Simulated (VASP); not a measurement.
Runs of VASP 6.6.1 on Al. The structure is that of space group I4_1/amd (No. 141), or close to it. The cells are those of the table. 

| task | cell | k mesh | cutoff (eV) | gap on the mesh (eV) | pressure (GPa) |
| --- | --- | --- | --- | --- | --- |
| single point | a = 3.990 Å, angles 96.7, 96.7, 140.0°, 2 atoms | 22 × 22 × 22 | 520 | none | 0.0 |
| single point | a = 3.985 Å, angles 96.8, 96.8, 139.9°, 2 atoms | 8 × 8 × 8 | 520 | none | 0.1 |
| relaxation of cell and atoms | relaxed from a = 3.779 Å, angles 97.4, 97.4, 137.8°, 2 atoms | 8 × 8 × 8 | 600 | none | 0.0 |
| single point | a = 3.779 Å, angles 97.4, 97.4, 137.8°, 2 atoms | 8 × 8 × 8 | 500 | none | (a) |

Alike in all rows: level PBE; potentials or basis VASP PAW PBE potentials, release 64 (Al); no spin polarisation; smearing gaussian 0.1 eV.

Fill in the values left out.

(a) 10.4.

A gap of «none» marks levels without a gap at the run's occupations.
